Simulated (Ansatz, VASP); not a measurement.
# YbH3: VASP beside Ansatz

```
Yb H
1.0
     0.00000    2.52425    2.52425
     2.52425    0.00000    2.52425
     2.52425    2.52425    0.00000
Yb H
1 3
Direct
  0.00000 0.00000 0.00000
  0.50000 0.50000 0.50000
  0.25000 0.25000 0.25000
  0.75000 0.75000 0.75000
```

Alike in both runs: task single point; functional PBE; k mesh 10 × 10 × 10; occupations gaussian, width 0.05 eV; no spin polarisation.

```csv
,VASP,Ansatz
version,VASP 6.6.1,Ansatz 0.2.0
potentials or method,"VASP PAW PBE potentials, release 64 (Yb, H), cutoff 520 eV","scalar-relativistic, plane waves, PAW"
valence electrons in the cell,27,27
```

Ansatz gave:

```
gap on the k mesh at the Fermi level (eV) : none
pressure (GPa)                            : 1.7
```

Question: Estimate VASP's values.

Answer: gap on the k mesh at the Fermi level (eV): none; pressure (GPa): 1.5.

A gap of «none» marks a metal or a gap that the smearing closes. With one functional, cell and mesh, what is left measures potentials, basis and numerics.

Spin-orbit coupling is off throughout.
